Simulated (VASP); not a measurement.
# MoS2 in VASP: a series of runs

MoS2 is run at these levels: PBE+D3(BJ); tasks: single point.

All numbers are computed with VASP 6.6.1; they aren't measurements. Logs are shortened: lines on timing, memory, paths and dates and some standing lists are left out, and cuts for length are marked.

**1. The cell of the first run**

The cell holds a slab with vacuum, 3 atoms: a = 3.155 Å, b = 3.155 Å, c = 21.103 Å, α = 90.00°, β = 90.00°, γ = 120.00°.

**2. Single point, PBE+D3(BJ), collinear spin**

Contents of INCAR:

```
SYSTEM = MoS2
PREC     = Accurate       ! precision mode
ENCUT    = 520            ! plane-wave cutoff, eV
EDIFF    = 1E-7           ! SCF threshold, eV
ISMEAR   = 0              ! smearing method
SIGMA    = 0.05           ! smearing width, eV
LREAL    = .FALSE.        ! projectors in reciprocal space
LASPH    = .TRUE.         ! aspherical terms in the spheres
NELM     = 150            ! most SCF steps
ALGO     = Normal         ! electronic algorithm
ISIF     = 2              ! what is computed and relaxed
LWAVE    = .FALSE.        ! write WAVECAR
LCHARG   = .TRUE.         ! write CHGCAR
ISPIN    = 2              ! spin polarisation
MAGMOM   = 0 0 1          ! initial moments
LORBIT   = 11             ! projections on sites
LMAXMIX  = 4              ! l up to which the mixer works
LDIPOL   = .TRUE.       
IDIPOL   = 3            
DIPOL    = 0.5 0.5 0.500
GGA      = PE             ! functional
IVDW     = 12             ! dispersion correction
LELF     = .TRUE.         ! ELF
LVHAR    = .TRUE.       
LVACPOTAV= .TRUE.       
NBANDS   = 24             ! bands
```

Contents of KPOINTS:

```
regular mesh
0
G
  12 12 1
  0 0 0
```

Contents of POSCAR:

```
MoS2
1.0
    3.1545593194      0.0000000000      0.0000000000
   -1.5772796597      2.7319285083      0.0000000000
    0.0000000000      0.0000000000     21.1032848747
S Mo
2 1
Direct
    0.6666666667      0.3333333333      0.4257096259
    0.6666666667      0.3333333333      0.5742803445
    0.3333333333      0.6666666667      0.4999939095
```

Potentials or basis: VASP PAW PBE potentials, release 64 (S, Mo_sv).

Launch:

```console
cat potpaw_PBE.64/S/POTCAR potpaw_PBE.64/Mo_sv/POTCAR > POTCAR
mpirun -np 1 vasp_std > vasp.out
```

OUTCAR:

```text
SYSTEM = MoS2
   PREC = Accurate
   ENCUT = 520
   EDIFF = 1E-7
   ISMEAR = 0
   LREAL = .FALSE.
   LASPH = .TRUE.
   NELM = 150
   ISIF = 2
   ISPIN = 2
   LORBIT = 11
   GGA = PE
   IVDW = 12
 IVDW          = 12

 ion  position               nearest neighbor table
   1  0.667  0.333  0.426-   3 2.40   3 2.40   3 2.40
   2  0.667  0.333  0.574-   3 2.40   3 2.40   3 2.40
   3  0.333  0.667  0.500-   1 2.40   1 2.40   1 2.40   2 2.40   2 2.40   2 2.40

  LATTYP: Found a hexagonal cell.
 ALAT       =     3.1545593194
 C/A-ratio  =     6.6897727188

  Lattice vectors:

 A1 = (   3.1545593194,   0.0000000000,   0.0000000000)
 A2 = (  -1.5772796597,   2.7319285083,   0.0000000000)
 A3 = (   0.0000000000,   0.0000000000,  21.1032848747)

Analysis of symmetry for initial positions (statically):
=====================================================================
 Subroutine PRICEL returns:
 Original cell was already a primitive cell.

 Routine SETGRP: Setting up the symmetry group for a
 hexagonal supercell.

 Subroutine GETGRP returns: Found 12 space group operations
 (whereof  6 operations were pure point group operations)
 out of a pool of 24 trial point group operations.

The static configuration has the point symmetry C_3v.
 The point group associated with its full space group is D_3h.

Analysis of symmetry for dynamics (positions and initial velocities):
=====================================================================
 Subroutine PRICEL returns:
 Original cell was already a primitive cell.

 Routine SETGRP: Setting up the symmetry group for a
 hexagonal supercell.

 Subroutine GETGRP returns: Found 12 space group operations
 (whereof  6 operations were pure point group operations)
 out of a pool of 24 trial point group operations.

The dynamic configuration has the point symmetry C_3v.
 The point group associated with its full space group is D_3h.

Analysis of structural, dynamic, and magnetic symmetry:
=====================================================================
 Subroutine PRICEL returns:
 Original cell was already a primitive cell.

 Routine SETGRP: Setting up the symmetry group for a
 hexagonal supercell.

 Subroutine GETGRP returns: Found 12 space group operations
 (whereof  6 operations were pure point group operations)
 out of a pool of 24 trial point group operations.

The overall configuration has the point symmetry C_3v.
 The point group associated with its full space group is D_3h.

 Subroutine INISYM returns: Found 12 space group operations
 (whereof  6 operations are pure point group operations),
 and found     1 'primitive' translations

----------------------------------------------------------------------------------------

                                     Primitive cell

  volume of cell :     181.8688

  direct lattice vectors                    reciprocal lattice vectors
     3.154559319  0.000000000  0.000000000     0.317001489  0.183020895  0.000000000
    -1.577279660  2.731928508  0.000000000     0.000000000  0.366041790  0.000000000
     0.000000000  0.000000000 21.103284875     0.000000000  0.000000000  0.047385988

  length of vectors
     3.154559319  3.154559319 21.103284875     0.366041790  0.366041790  0.047385988

  position of ions in fractional coordinates (direct lattice)
     0.666666667  0.333333333  0.425709626
     0.666666667  0.333333333  0.574280344
     0.333333333  0.666666667  0.499993909

  ion indices of the primitive-cell ions
   primitive index   ion index
                 1           1
                 2           2
                 3           3

----------------------------------------------------------------------------------------

 KPOINTS: regular mesh

Automatic generation of k-mesh.
 Grid dimensions read from file:
 generate k-points for:   12   12    1

 Generating k-lattice:

  Cartesian coordinates                     Fractional coordinates (reciprocal lattice)
     0.026416791  0.015251741  0.000000000     0.083333333  0.000000000  0.000000000
     0.000000000  0.030503482  0.000000000     0.000000000  0.083333333  0.000000000
     0.000000000  0.000000000  0.047385988     0.000000000  0.000000000  1.000000000

  Length of vectors
     0.030503482  0.030503482  0.047385988

  Shift w.r.t. Gamma in fractional coordinates (k-lattice)
     0.000000000  0.000000000  0.000000000

 Subroutine IBZKPT returns following result:
 ===========================================

 Found     19 irreducible k-points:

 Following reciprocal coordinates:
            Coordinates               Weight
  0.000000  0.000000  0.000000      1.000000
  0.083333  0.000000  0.000000      6.000000
  0.166667  0.000000  0.000000      6.000000
  0.250000  0.000000  0.000000      6.000000
  0.333333  0.000000  0.000000      6.000000
  0.416667  0.000000  0.000000      6.000000
[... 11 lines left out ...]
  0.333333  0.250000  0.000000     12.000000
  0.333333  0.333333  0.000000      2.000000
   k-points           NKPTS =     19   k-points in BZ     NKDIM =     19   number of bands    NBANDS=     24
   number of dos      NEDOS =    301   number of ions     NIONS =      3
   total plane-waves  NPLWV =  92160
   dimension x,y,z NGX =    24 NGY =   24 NGZ =  160
   dimension x,y,z NGXF=    48 NGYF=   48 NGZF=  320
   ions per type =               2   1
   NGX,Y,Z   is equivalent  to a cutoff of  12.65, 12.65, 12.60 a.u.
   NGXF,Y,Z  is equivalent  to a cutoff of  25.30, 25.30, 25.21 a.u.
 SYSTEM =  MoS2
   PREC   = accura    normal or accurate (medium, high low for compatibility)
   ISTART =      0    job   : 0-new  1-cont  2-samecut
   ICHARG =      2    charge: 1-file 2-atom 10-const
   ISPIN  =      2    spin polarized calculation?
   LNONCOLLINEAR =      F non collinear calculations
   LSORBIT =      F    spin-orbit coupling
   LASPH  =      T    aspherical Exc in radial PAW
   ENCUT  =  520.0 eV  38.22 Ry    6.18 a.u.   5.87  5.87 39.24*2*pi/ulx,y,z
   NELM   =    150;   NELMIN=  2; NELMDL= -5     # of ELM steps
   EDIFF  = 0.1E-06   stopping-criterion for ELM
   LREAL  =      F    real-space projection
   EDIFFG = 0.1E-05   stopping-criterion for IOM
   NSW    =      0    number of steps for IOM
   IBRION =     -1    ionic relax: 0-MD 1-quasi-New 2-CG
   NFREE  =      0    steps in history (QN), initial steepest desc. (CG)
   ISIF   =      2    stress and relaxation
   ISYM   =      2    0-nonsym 1-usesym 2-fastsym
   POTIM  = 0.5000    time-step for ionic-motion
   TEBEG  =    0.0;   TEEND  =   0.0 temperature during run
   PSTRESS=    0.0 pullay stress
   NELECT =      26.0000    total number of electrons
   NUPDOWN=      -1.0000    fix difference up-down
   EMIN   =  10.00;   EMAX   =-10.00  energy-range for DOS
   EFERMI =   0.00;   METHOD = LEGACY
   ISMEAR =     0;   SIGMA  =   0.05  broadening in eV -4-tet -1-fermi 0-gaus
   EFERMI_NEDOS =   21; number of points for ismear=-14 and -15
   IALGO  =     38    algorithm
   IMIX   =      4    mixing-type and parameters
     AMIX     =   0.40;   BMIX     =  1.00
     AMIX_MAG =   1.60;   BMIX_MAG =  1.00
  volume/ion in A,a.u.               =      60.62       409.10
  Fermi-wavevector in a.u.,A,eV,Ry     =   0.856012  1.617628  9.969761  0.732757
  Thomas-Fermi vector in A             =   1.972849
   LORBIT       =     11    0 simple, 1 ext, 2 COOP (PROOUT), +10 PAW based schemes
   GGA     = PE    functional components
   LHFCALC =     F    Hartree Fock is set to
   AEXX    =    0.0000 exact exchange contribution
   IVDW    =    12    specifies the selected vdW correction
   LEPSILON=     F    determine dielectric tensor
   LRPA    =     F    only Hartree local field effects (RPA)
 spin polarized calculation
 Gauss-broadening in eV      SIGMA  =   0.05
  energy-cutoff  :      520.00
  volume of cell :      181.87
 maximum number of plane-waves:      4926
 NGX is ok and might be reduce to    24
   NGX = 11   NGY = 11   NGZ = 79

 dipolmoment           0.000000      0.000000      0.000000 electrons x Angstroem

 number of electron      26.0000001 magnetization       0.0000296

 number of electron      26.0000001 magnetization      -0.0000060

 dipolmoment           0.000000      0.000000     -0.000310 electrons x Angstroem

 Free energy of the ion-electron system (eV)
  ---------------------------------------------------
  ext. energy  EPLUGINS =         0.00000000
  ---------------------------------------------------
  free energy    TOTEN  =       -21.84425189 eV

  energy without entropy =      -21.84425189  energy(sigma->0) =      -21.84425189

 E-fermi :  -1.8259     XC(G=0):  -3.6512

 val. band max:       -2.1469456883   @ k =   0.3333   0.3333   0.0000
 cond. band min:      -0.3671630611   @ k =   0.3333   0.3333   0.0000
 fundamental gap:      1.7797826272
 Fermi energy:        -1.8258877091

 spin component 1

 k-point     1 :       0.0000    0.0000    0.0000
  band No.  band energies     occupation
      1     -62.9829      1.00000
      2     -37.1421      1.00000
      3     -36.9045      1.00000
      4     -36.9045      1.00000
      5     -16.3055      1.00000
      6     -15.0045      1.00000
[... 16 lines left out ...]
     23       6.0446      0.00000
     24       7.0358      0.00000

 k-point     2 :       0.0833    0.0000    0.0000
  band No.  band energies     occupation
      1     -62.9801      1.00000
      2     -37.1366      1.00000
      3     -36.9324      1.00000
      4     -36.9109      1.00000
      5     -16.1992      1.00000
      6     -14.9600      1.00000
[... 16 lines left out ...]
     23       6.1836      0.00000
     24       7.4780      0.00000
[... 430 lines left out ...]
     23       8.9948      0.00000
     24       9.0749      0.00000

 k-point    19 :       0.3333    0.3333    0.0000
  band No.  band energies     occupation
      1     -62.9355      1.00000
      2     -37.2091      1.00000
      3     -37.1638      1.00000
      4     -37.0496      1.00000
      5     -14.0661      1.00000
      6     -14.0414      1.00000
[... 16 lines left out ...]
     23       9.6113      0.00000
     24       9.6573      0.00000
 Fermi energy:        -1.8258877091

 spin component 2

 k-point     1 :       0.0000    0.0000    0.0000
  band No.  band energies     occupation
      1     -62.9829      1.00000
      2     -37.1421      1.00000
      3     -36.9045      1.00000
      4     -36.9045      1.00000
      5     -16.3055      1.00000
      6     -15.0045      1.00000
[... 16 lines left out ...]
     23       6.0407      0.00000
     24       7.0357      0.00000

 k-point     2 :       0.0833    0.0000    0.0000
  band No.  band energies     occupation
      1     -62.9801      1.00000
      2     -37.1366      1.00000
      3     -36.9324      1.00000
      4     -36.9109      1.00000
      5     -16.1992      1.00000
      6     -14.9600      1.00000
[... 16 lines left out ...]
     23       6.1798      0.00000
     24       7.4768      0.00000
[... 430 lines left out ...]
     23       8.9846      0.00000
     24       9.0735      0.00000

 k-point    19 :       0.3333    0.3333    0.0000
  band No.  band energies     occupation
      1     -62.9355      1.00000
      2     -37.2091      1.00000
      3     -37.1638      1.00000
      4     -37.0496      1.00000
      5     -14.0661      1.00000
      6     -14.0414      1.00000
[... 16 lines left out ...]
     23       9.6102      0.00000
     24       9.6573      0.00000

------------------------ aborting loop because EDIFF is reached ----------------------------------------

 Edisp (eV)   -0.95785

 E8    (eV) :    -0.4143

  FORCE on cell =-STRESS in cart. coord.  units (eV):
  Direction    XX          YY          ZZ          XY          YZ          ZX
  --------------------------------------------------------------------------------------
  -------------------------------------------------------------------------------------
  Total      -0.06301    -0.06301    -0.08960     0.00000    -0.00000     0.00000
  in kB      -0.55505    -0.55505    -0.78933     0.00000    -0.00000     0.00000
  external pressure =       -0.63 kB  Pullay stress =        0.00 kB

 VOLUME and BASIS-vectors are now :
 -----------------------------------------------------------------------------
  energy-cutoff  :      520.00
  volume of cell :      181.87
      direct lattice vectors                 reciprocal lattice vectors
     3.154559319  0.000000000  0.000000000     0.317001489  0.183020895  0.000000000
    -1.577279660  2.731928508  0.000000000     0.000000000  0.366041790  0.000000000
     0.000000000  0.000000000 21.103284875     0.000000000  0.000000000  0.047385988

 POSITION                                       TOTAL-FORCE (eV/Angst)
 -----------------------------------------------------------------------------------
      1.57728      0.91064      8.98387        -0.000000     -0.000000      0.019752
      1.57728      0.91064     12.11920        -0.000000      0.000000     -0.019752
     -0.00000      1.82129     10.55151         0.000000     -0.000000     -0.000000
 -----------------------------------------------------------------------------------
    total drift:                                0.000000     -0.000000     -0.045903

  FREE ENERGIE OF THE ION-ELECTRON SYSTEM (eV)
  ---------------------------------------------------
  free  energy   TOTEN  =       -22.8021004498 eV

  energy  without entropy=      -22.8021004498  energy(sigma->0) =      -22.80210045

 vacuum level on the upper side and lower side of the slab         3.742         3.749

 total charge

# of ion       s       p       d       tot
------------------------------------------
    1        1.363   2.343   0.000   3.706
    2        1.363   2.343   0.000   3.706
    3        2.292   6.223   3.954  12.469
--------------------------------------------------
tot          5.019  10.909   3.954  19.882

 magnetization (x)

# of ion       s       p       d       tot
------------------------------------------
    1        0.000  -0.000   0.000  -0.000
    2        0.000  -0.000   0.000  -0.000
    3        0.000   0.000   0.000   0.000
--------------------------------------------------
tot          0.000  -0.000   0.000   0.000
```

Wall time 6.7 min (1 thread of Intel Xeon 8259CL, shared host); peak memory 0.44 GiB.

Results:

```
Free energy                                           : -22.8021 eV
Largest force                                         : 0.020 eV/Å
Band gap on the k mesh                                : 1.78 eV
Net moment                                            : 0.00 μB per cell
Valence electrons inside the program's atomic spheres : S 3.71; Mo 12.47
Dispersion energy per atom                            : -0.319 eV
```

Forces on the atoms (eV/Å):
```
S    0.000  0.000  0.020
S    0.000  0.000 -0.020
Mo   0.000  0.000  0.000
```

**3. Single point, PBE+D3(BJ), collinear spin**

This run uses another cell than the first one.

Contents of INCAR:

```
PREC = Accurate
ENCUT = 520
EDIFF = 1E-6
ISMEAR = 0
SIGMA = 0.05
LREAL = F
LASPH = T
NELM = 150
ALGO = Normal
ISIF = 2
LWAVE = F
LCHARG = T
ISPIN = 2
MAGMOM = 0 0 1
LORBIT = 11
LMAXMIX = 4
LDIPOL = T
IDIPOL = 3
DIPOL = 0.5 0.5 0.500
GGA = PE
IVDW = 12
LELF = T
LVHAR = T
LVACPOTAV = T
NBANDS = 24
```

Contents of KPOINTS:

```
regular mesh
0
Gamma
  12 12 1
```

Contents of POSCAR:

```
MoS2
1.0
    3.1840155200      0.0000000000      0.0000000000
   -1.5920077600      2.7574383300      0.0000000000
    0.0000000000      0.0000000000     21.1032848747
S Mo
2 1
Direct
    0.6666666700      0.3333333400      0.4264738904
    0.6666666700      0.3333333400      0.5735261096
    0.3333333300      0.6666666600      0.4999838800
```

Potentials or basis: VASP PAW PBE potentials, release 64 (S, Mo_sv).

Launch:

```console
cat potpaw_PBE.64/S/POTCAR potpaw_PBE.64/Mo_sv/POTCAR > POTCAR
mpirun -np 1 vasp_std > vasp.out
```

Wall time 6.3 min (1 thread of Intel Xeon 8259CL, shared host); peak memory 0.44 GiB.

The run converged. Its results:

| Quantity | Value |
| --- | --- |
| Free energy | -22.7934 eV |
| Largest force | 0.103 eV/Å |
| Band gap on the k mesh | 1.60 eV (least direct gap 1.66 eV) |
| Net moment | 0.00 μB per cell |
| Valence electrons inside the program's atomic spheres | S 3.71; Mo 12.45 |
| Dispersion energy per atom | -0.314 eV |

Forces in eV/Å, atoms in the order of the input:
```
S    0.000  0.000 -0.103
S    0.000  0.000  0.093
Mo   0.000  0.000  0.010
```

Levels at points of the mesh, in eV from the valence-band top:
Spin up:
| k point | band 11 | band 12 | band 13 | band 14 | band 15 | band 16 |
| --- | --- | --- | --- | --- | --- | --- |
| (0.00, 0.00, 0.00) | -1.58 | -1.58 | 0.00 | 2.73 | 2.73 | 3.00 |
| (0.50, 0.00, 0.00) | -1.89 | -1.04 | -0.66 | 2.20 | 2.72 | 3.87 |
Spin down:
```tsv
k point	band 9	band 10	band 11	band 12	band 13	band 14	band 15	band 16	band 17	band 18
(0.00, 0.00, 0.00)	-2.70	-1.78	-1.58	-1.58	0.00	2.73	2.73	3.00	3.00	5.36
(0.50, 0.00, 0.00)	-4.12	-3.24	-1.89	-1.04	-0.66	2.20	2.72	3.87	4.32	6.14
```
